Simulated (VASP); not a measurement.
# Sb (P6_3/mmc) in VASP: notebook

The runs below take Sb through single point, with r2SCAN.

Everything below comes from runs of VASP 6.6.1. Logs are shortened: lines on timing, memory, paths and dates and some standing lists are left out, and cuts for length are marked.

## Step 1: The cell of the first run

The structure is hexagonal, space group P6_3/mmc (No. 194). The conventional cell has a = 3.317 Å, b = 3.317 Å, c = 11.383 Å, α = 90.00°, β = 90.00°, γ = 120.00°. Sb (site symmetry -3m) has 12 Sb at 3.32 to 3.43 Å within 4.4 Å. Within 4.4 Å of Sb (site symmetry -6m2) lie 12 Sb at 3.32 to 3.43 Å.

This isn't the form of Sb at room conditions, which is rhombohedral.

## Step 2: Single point, r2SCAN

Input file POSCAR:

```
Sb
1.0
    3.3173869397      0.0000000000      0.0000000000
   -1.6586934699      2.8729413640      0.0000000000
    0.0000000000      0.0000000000     11.3830477417
Sb
4
Direct
    0.0000000000      1.0000000000      1.0000000000
    0.0000000000      1.0000000000      0.5000000000
    0.3333333333      0.6666666667      0.2500000000
    0.6666666667      0.3333333333      0.7500000000
```

Input file INCAR.step1:

```
SYSTEM = Sb
  PREC = Accurate
  ENCUT = 520
  ISMEAR = -1
  SIGMA = 0.1
  LREAL = .False.
  LASPH = .True.
  NELM = 60
  NBANDS = 18
  GGA = PE
  ALGO = Normal
  EDIFF = 1E-4
  LWAVE = .True.
  LCHARG = .False.
```

Input file INCAR.step2:

```
SYSTEM = Sb
  PREC = Accurate
  ENCUT = 520
  EDIFF = 1E-6
  ISMEAR = -1
  SIGMA = 0.1
  LREAL = .False.
  LASPH = .True.
  NELM = 60
  ALGO = Normal
  ISIF = 2
  LWAVE = .False.
  LCHARG = .False.
  METAGGA = R2SCAN
  LMIXTAU = .True.
  NBANDS = 18
  ISTART = 1
```

Input file KPOINTS:

```
regular mesh
0
Gamma
  11 11 3
  0 0 0
```

Potentials or basis: VASP PAW PBE potentials, release 64 (Sb).

Command:

```bash
> cat potpaw_PBE.64/Sb/POTCAR > POTCAR
> cp INCAR.step1 INCAR
> mpirun -np 1 vasp_std > vasp.out
> cp INCAR.step2 INCAR
> mpirun -np 1 vasp_std > vasp.out
```

OUTCAR:

```text
SYSTEM = Sb
   PREC = Accurate
   ENCUT = 520
   EDIFF = 1E-6
   ISMEAR = -1
   LREAL = .False.
   LASPH = .True.
   NELM = 60
   ISIF = 2
   METAGGA = R2SCAN
   ISTART = 1

 ion  position               nearest neighbor table
   1  0.000  0.000  0.000-   3 3.43   4 3.43   4 3.43   3 3.43   4 3.43   3 3.43
   2  0.000  0.000  0.500-   3 3.43   4 3.43   4 3.43   3 3.43   4 3.43   3 3.43
   3  0.333  0.667  0.250-   1 3.43   2 3.43   1 3.43   2 3.43   1 3.43   2 3.43
   4  0.667  0.333  0.750-   1 3.43   2 3.43   1 3.43   2 3.43   1 3.43   2 3.43

  LATTYP: Found a hexagonal cell.
 ALAT       =     3.3173869397
 C/A-ratio  =     3.4313295219

  Lattice vectors:

 A1 = (   3.3173869397,   0.0000000000,   0.0000000000)
 A2 = (  -1.6586934699,   2.8729413640,   0.0000000000)
 A3 = (   0.0000000000,   0.0000000000,  11.3830477417)

Analysis of symmetry for initial positions (statically):
=====================================================================
 Subroutine PRICEL returns:
 Original cell was already a primitive cell.

 Routine SETGRP: Setting up the symmetry group for a
 hexagonal supercell.

 Subroutine GETGRP returns: Found 24 space group operations
 (whereof 12 operations were pure point group operations)
 out of a pool of 24 trial point group operations.

The static configuration has the point symmetry D_3d.
 The point group associated with its full space group is D_6h.

Analysis of symmetry for dynamics (positions and initial velocities):
=====================================================================
 Subroutine PRICEL returns:
 Original cell was already a primitive cell.

 Routine SETGRP: Setting up the symmetry group for a
 hexagonal supercell.

 Subroutine GETGRP returns: Found 24 space group operations
 (whereof 12 operations were pure point group operations)
 out of a pool of 24 trial point group operations.

The dynamic configuration has the point symmetry D_3d.
 The point group associated with its full space group is D_6h.

 Subroutine INISYM returns: Found 24 space group operations
 (whereof 12 operations are pure point group operations),
 and found     1 'primitive' translations

----------------------------------------------------------------------------------------

                                     Primitive cell

  volume of cell :     108.4879

  direct lattice vectors                    reciprocal lattice vectors
     3.317386940  0.000000000  0.000000000     0.301442074  0.174037663  0.000000000
    -1.658693470  2.872941364  0.000000000     0.000000000  0.348075325  0.000000000
     0.000000000  0.000000000 11.383047742     0.000000000  0.000000000  0.087849935

  length of vectors
     3.317386940  3.317386940 11.383047742     0.348075325  0.348075325  0.087849935

  position of ions in fractional coordinates (direct lattice)
     0.000000000  0.000000000  0.000000000
     0.000000000  0.000000000  0.500000000
     0.333333333  0.666666667  0.250000000
     0.666666667  0.333333333  0.750000000

  ion indices of the primitive-cell ions
   primitive index   ion index
                 1           1
                 2           2
                 3           3
                 4           4

----------------------------------------------------------------------------------------

 KPOINTS: regular mesh

Automatic generation of k-mesh.
 Grid dimensions read from file:
 generate k-points for:   11   11    3

 Generating k-lattice:

  Cartesian coordinates                     Fractional coordinates (reciprocal lattice)
     0.027403825  0.015821606  0.000000000     0.090909091  0.000000000  0.000000000
     0.000000000  0.031643211  0.000000000     0.000000000  0.090909091  0.000000000
     0.000000000  0.000000000  0.029283312     0.000000000  0.000000000  0.333333333

  Length of vectors
     0.031643211  0.031643211  0.029283312

  Shift w.r.t. Gamma in fractional coordinates (k-lattice)
     0.000000000  0.000000000  0.000000000

 Subroutine IBZKPT returns following result:
 ===========================================

 Found     32 irreducible k-points:

 Following reciprocal coordinates:
            Coordinates               Weight
  0.000000  0.000000  0.000000      1.000000
  0.090909  0.000000  0.000000      6.000000
  0.181818  0.000000  0.000000      6.000000
  0.272727  0.000000  0.000000      6.000000
  0.363636  0.000000  0.000000      6.000000
  0.454545  0.000000  0.000000      6.000000
[... 16 lines left out ...]
  0.090909  0.090909  0.333333     12.000000
  0.181818  0.090909  0.333333     24.000000
 [... further k-points ...]
   k-points           NKPTS =     32   k-points in BZ     NKDIM =     32   number of bands    NBANDS=     18
   number of dos      NEDOS =    301   number of ions     NIONS =      4
   total plane-waves  NPLWV =  70560
   dimension x,y,z NGX =    28 NGY =   28 NGZ =   90
   dimension x,y,z NGXF=    56 NGYF=   56 NGZF=  180
   ions per type =               4
   NGX,Y,Z   is equivalent  to a cutoff of  14.03, 14.03, 13.14 a.u.
   NGXF,Y,Z  is equivalent  to a cutoff of  28.06, 28.06, 26.29 a.u.
 SYSTEM =  Sb
   PREC   = accura    normal or accurate (medium, high low for compatibility)
   ISTART =      1    job   : 0-new  1-cont  2-samecut
   ICHARG =      0    charge: 1-file 2-atom 10-const
   ISPIN  =      1    spin polarized calculation?
   LNONCOLLINEAR =      F non collinear calculations
   LSORBIT =      F    spin-orbit coupling
   LASPH  =      T    aspherical Exc in radial PAW
   ENCUT  =  520.0 eV  38.22 Ry    6.18 a.u.   6.17  6.17 21.16*2*pi/ulx,y,z
   NELM   =     60;   NELMIN=  2; NELMDL=  0     # of ELM steps
   EDIFF  = 0.1E-05   stopping-criterion for ELM
   LREAL  =      F    real-space projection
   EDIFFG = 0.1E-04   stopping-criterion for IOM
   NSW    =      0    number of steps for IOM
   IBRION =     -1    ionic relax: 0-MD 1-quasi-New 2-CG
   NFREE  =      0    steps in history (QN), initial steepest desc. (CG)
   ISIF   =      2    stress and relaxation
   ISYM   =      2    0-nonsym 1-usesym 2-fastsym
   POTIM  = 0.5000    time-step for ionic-motion
   TEBEG  =    0.0;   TEEND  =   0.0 temperature during run
   PSTRESS=    0.0 pullay stress
   NELECT =      20.0000    total number of electrons
   NUPDOWN=      -1.0000    fix difference up-down
   EMIN   =  10.00;   EMAX   =-10.00  energy-range for DOS
   EFERMI =   0.00;   METHOD = LEGACY
   ISMEAR =    -1;   SIGMA  =   0.10  broadening in eV -4-tet -1-fermi 0-gaus
   EFERMI_NEDOS =   21; number of points for ismear=-14 and -15
   IALGO  =     38    algorithm
   IMIX   =      4    mixing-type and parameters
     AMIX     =   0.40;   BMIX     =  1.00
     AMIX_MAG =   1.60;   BMIX_MAG =  1.00
  volume/ion in A,a.u.               =      27.12       183.03
  Fermi-wavevector in a.u.,A,eV,Ry     =   0.931732  1.760718 11.811551  0.868125
  Thomas-Fermi vector in A             =   2.058256
   LORBIT       =      0    0 simple, 1 ext, 2 COOP (PROOUT), +10 PAW based schemes
   METAGGA = R2SCAN    functional components
   LHFCALC =     F    Hartree Fock is set to
   AEXX    =    0.0000 exact exchange contribution
   IVDW    =     0    specifies the selected vdW correction
   LEPSILON=     F    determine dielectric tensor
   LRPA    =     F    only Hartree local field effects (RPA)
 non-spin polarized calculation
  energy-cutoff  :      520.00
  volume of cell :      108.49
 maximum number of plane-waves:      2940
 NGX is ok and might be reduce to    28
   NGX = 13   NGY = 13   NGZ = 43

 number of electron      20.0000000 magnetization

 Free energy of the ion-electron system (eV)
  ---------------------------------------------------
  ext. energy  EPLUGINS =         0.00000000
  ---------------------------------------------------
  free energy    TOTEN  =      -101.12128223 eV

  energy without entropy =     -101.04407901  energy(sigma->0) =     -101.08268062

 E-fermi :   8.4190     XC(G=0): -10.7888

 val. band max:        8.3670847704   @ k =   0.3636   0.2727   0.3333
 cond. band min:       8.4268261337   @ k =   0.2727   0.0000   0.0000
 fundamental gap:      0.0597413633
 Fermi energy:         8.4190250935

 k-point     1 :       0.0000    0.0000    0.0000
  band No.  band energies     occupation
      1      -5.1554      2.00000
      2      -3.9864      2.00000
      3      -3.9736      2.00000
      4      -1.6682      2.00000
      5       2.2153      2.00000
      6       6.9760      2.00000
[... 10 lines left out ...]
     17      17.3771      0.00000
     18      17.6838      0.00000

 k-point     2 :       0.0909    0.0000    0.0000
  band No.  band energies     occupation
      1      -4.9957      2.00000
      2      -3.8286      2.00000
      3      -3.8159      2.00000
      4      -1.5214      2.00000
      5       2.3792      2.00000
      6       7.0994      2.00000
[... 10 lines left out ...]
     17      16.9148      0.00000
     18      17.3509      0.00000

 k-point     3 :       0.1818    0.0000    0.0000
  band No.  band energies     occupation
      1      -4.5187      2.00000
      2      -3.3582      2.00000
      3      -3.3458      2.00000
      4      -1.0890      2.00000
      5       2.8650      2.00000
      6       7.3852      1.99994
[... 10 lines left out ...]
     17      15.5232      0.00000
     18      16.1224      0.00000

 k-point     4 :       0.2727    0.0000    0.0000
  band No.  band energies     occupation
      1      -3.7329      2.00000
      2      -2.5889      2.00000
      3      -2.5778      2.00000
      4      -0.4112      2.00000
      5       3.6467      2.00000
      6       6.0672      2.00000
[... 375 lines left out ...]
      4       0.2891      2.00000
      5       2.7551      2.00000
      6       3.1688      2.00000
[... 10 lines left out ...]
     17      13.6572      0.00000
     18      14.0637      0.00000

 k-point    23 :       0.0909    0.0909    0.3333
  band No.  band energies     occupation
      1      -4.5449      2.00000
      2      -4.1507      2.00000
      3      -2.6570      2.00000
      4      -1.7336      2.00000
      5       3.4751      2.00000
      6       5.1936      2.00000
[... 10 lines left out ...]
     17      16.8769      0.00000
     18      16.9853      0.00000

 k-point    24 :       0.1818    0.0909    0.3333
  band No.  band energies     occupation
      1      -3.9138      2.00000
      2      -3.5231      2.00000
      3      -2.0505      2.00000
      4      -1.1523      2.00000
      5       4.0651      2.00000
      6       5.6556      2.00000
[... 10 lines left out ...]
     17      16.0235      0.00000
     18      16.2377      0.00000

 [... further k-points ...]

------------------------ aborting loop because EDIFF is reached ----------------------------------------

  FORCE on cell =-STRESS in cart. coord.  units (eV):
  Direction    XX          YY          ZZ          XY          YZ          ZX
  --------------------------------------------------------------------------------------
  -------------------------------------------------------------------------------------
  Total       -0.0578208     -0.0578208     -0.1043692      0.0000000      0.0000000      0.0000000
  in kB       -0.8539117     -0.8539117     -1.5413502      0.0000000      0.0000000      0.0000000
  external PRESSURE =      -1.0830579 kB  Pullay stress =       0.0000000 kB

 VOLUME and BASIS-vectors are now :
 -----------------------------------------------------------------------------
  energy-cutoff  :      520.00
  volume of cell :      108.49
      direct lattice vectors                 reciprocal lattice vectors
     3.317386940  0.000000000  0.000000000     0.301442074  0.174037663  0.000000000
    -1.658693470  2.872941364  0.000000000     0.000000000  0.348075325  0.000000000
     0.000000000  0.000000000 11.383047742     0.000000000  0.000000000  0.087849935

 POSITION                                       TOTAL-FORCE (eV/Angst)
 -----------------------------------------------------------------------------------
      0.00000      0.00000      0.00000        -0.000000      0.000000     -0.000000
      0.00000      0.00000      5.69152        -0.000000      0.000000     -0.000000
     -0.00000      1.91529      2.84576         0.000000      0.000000      0.000000
      1.65869      0.95765      8.53729         0.000000     -0.000000     -0.000000
 -----------------------------------------------------------------------------------
    total drift:                                0.000000     -0.000000      0.000000

  FREE ENERGIE OF THE ION-ELECTRON SYSTEM (eV)
  ---------------------------------------------------
  free  energy   TOTEN  =      -101.1212822253 eV

  energy  without entropy=     -101.0440790119  energy(sigma->0) =     -101.08268062
```

Wall time 4.2 min (1 thread of Intel Xeon 6975P-C (Granite Rapids), shared host); peak memory 0.28 GiB.

Results:

```yaml
Free_energy: -101.1213 eV
Pressure: -0.1 GPa
Band_gap_on_the_k_mesh: zero (bands 10 and 11 overlap by 7.27 eV)
```

Levels at points of the mesh, in eV from the Fermi level:
| k point | band 7 | band 8 | band 9 | band 10 | band 11 | band 12 | band 13 | band 14 |
| --- | --- | --- | --- | --- | --- | --- | --- | --- |
| (0.00, 0.00, 0.00) | -1.44 | 4.29 | 4.29 | 4.77 | 4.96 | 4.96 | 5.01 | 5.01 |

Caveat: the PAW data sets were made with another functional, which shifts forces and pressure a little; spin-orbit coupling is left out, which moves the levels of the heavy elements.

## Step 3: Single point, r2SCAN (23.87 Å³/atom)

This run uses another cell than the first one, of 23.87 Å³/atom.

Input file POSCAR:

```
Sb
1.0
    3.1789987313      0.0000000000      0.0000000000
   -1.5894993656      2.7530936599      0.0000000000
    0.0000000000      0.0000000000     10.9081921967
Sb
4
Direct
    0.0000000000      1.0000000000      1.0000000000
    0.0000000000      1.0000000000      0.5000000000
    0.3333333333      0.6666666667      0.2500000000
    0.6666666667      0.3333333333      0.7500000000
```

Input file INCAR.step1:

```
PREC = Accurate
ENCUT = 520
ISMEAR = -1
SIGMA = 0.1
LREAL = False
LASPH = True
NELM = 80
NBANDS = 18
GGA = PE
ALGO = Normal
EDIFF = 1E-4
LWAVE = True
LCHARG = False
```

Input file INCAR.step2:

```
PREC = Accurate
ENCUT = 520
EDIFF = 1E-6
ISMEAR = -1
SIGMA = 0.1
LREAL = False
LASPH = True
NELM = 80
ALGO = Normal
ISIF = 2
LWAVE = False
LCHARG = False
METAGGA = R2SCAN
LMIXTAU = True
NBANDS = 18
ISTART = 1
```

Input file KPOINTS:

```
Automatic mesh
0
Gamma
  12 12 3
```

Potentials or basis: VASP PAW PBE potentials, release 64 (Sb).

Command:

```bash
> cat potpaw_PBE.64/Sb/POTCAR > POTCAR
> cp INCAR.step1 INCAR
> mpirun -np 1 vasp_std > vasp.out
> cp INCAR.step2 INCAR
> mpirun -np 1 vasp_std > vasp.out
```

Wall time 2.7 min (1 thread of Intel Xeon 6975P-C (Granite Rapids), shared host); peak memory 0.24 GiB.

It converged, with:

```
Free energy            : -100.7083 eV
Pressure               : 10.9 GPa
Band gap on the k mesh : zero (bands 10 and 11 overlap by 8.48 eV)
```

Stress tensor (GPa, compression positive):
```
11.67  0.00  0.00
 0.00 11.67  0.00
 0.00  0.00  9.49
```

Levels at points of the mesh, in eV from the Fermi level:
```csv
k point,band 6,band 7,band 8,band 9,band 10,band 11,band 12,band 13,band 14,band 15
"(0.00, 0.00, 0.00)",-1.51,-1.51,5.10,5.10,5.68,5.88,5.88,5.97,5.97,6.97
"(0.50, 0.00, 0.00)",-6.52,-4.66,-4.29,-2.24,-1.23,0.85,1.88,2.20,2.21,2.79
```

Caveat: the cell stands under pressure; the PAW data sets were made with another functional, which shifts forces and pressure a little; spin-orbit coupling is left out, which moves the levels of the heavy elements.

## Step 4: Single point, r2SCAN (24.95 Å³/atom)

This run uses another cell than the first one, of 24.95 Å³/atom.

Input file POSCAR:

```
Sb
1.0
    3.2264534698      0.0000000000      0.0000000000
   -1.6132267349      2.7941906690      0.0000000000
    0.0000000000      0.0000000000     11.0710250419
Sb
4
Direct
    0.0000000000      1.0000000000      1.0000000000
    0.0000000000      1.0000000000      0.5000000000
    0.3333333333      0.6666666667      0.2500000000
    0.6666666667      0.3333333333      0.7500000000
```

Input file INCAR.step1:

```
SYSTEM = Sb
PREC = Accurate ; ENCUT = 520
ISMEAR = -1 ; SIGMA = 0.1
LREAL = .FALSE. ; LASPH = .TRUE.
NELM = 60 ; NBANDS = 18
GGA = PE ; ALGO = Normal
EDIFF = 1E-4 ; LWAVE = .TRUE.
LCHARG = .FALSE.
```

Input file INCAR.step2:

```
SYSTEM = Sb
PREC = Accurate ; ENCUT = 520
EDIFF = 1E-6 ; ISMEAR = -1
SIGMA = 0.1 ; LREAL = .FALSE.
LASPH = .TRUE. ; NELM = 60
ALGO = Normal ; ISIF = 2
LWAVE = .FALSE. ; LCHARG = .FALSE.
METAGGA = R2SCAN ; LMIXTAU = .TRUE.
NBANDS = 18 ; ISTART = 1
```

Input file KPOINTS:

```
Automatic mesh
0
G
  12 12 3
  0 0 0
```

Command:

```bash
> cat potpaw_PBE.64/Sb/POTCAR > POTCAR
> cp INCAR.step1 INCAR
> mpirun -np 1 vasp_std > vasp.out
> cp INCAR.step2 INCAR
> mpirun -np 1 vasp_std > vasp.out
```

Wall time 2.5 min (1 thread of Intel Xeon 6975P-C (Granite Rapids), shared host); peak memory 0.24 GiB.

The run converged. Its results:

```
Free energy            : -100.9431 eV
Pressure               : 6.6 GPa
Band gap on the k mesh : zero (bands 10 and 11 overlap by 8.05 eV)
```

Stress tensor (GPa, compression positive):
```
7.12 0.00 0.00
0.00 7.12 0.00
0.00 0.00 5.44
```

Levels at points of the mesh, in eV from the Fermi level:
```tsv
k point	band 7	band 8	band 9	band 10	band 11	band 12	band 13	band 14
(0.00, 0.00, 0.00)	-1.46	4.83	4.83	5.38	5.57	5.57	5.65	5.65
(0.50, 0.00, 0.00)	-4.54	-4.16	-2.10	-1.13	0.83	1.76	2.11	2.12
```

Caveat: the cell stands under pressure; the PAW data sets were made with another functional, which shifts forces and pressure a little; spin-orbit coupling is left out, which moves the levels of the heavy elements.

(Continued in part 2 of 2.)

The gap in the log of VASP goes by the Fermi energy; the results here count the filled bands.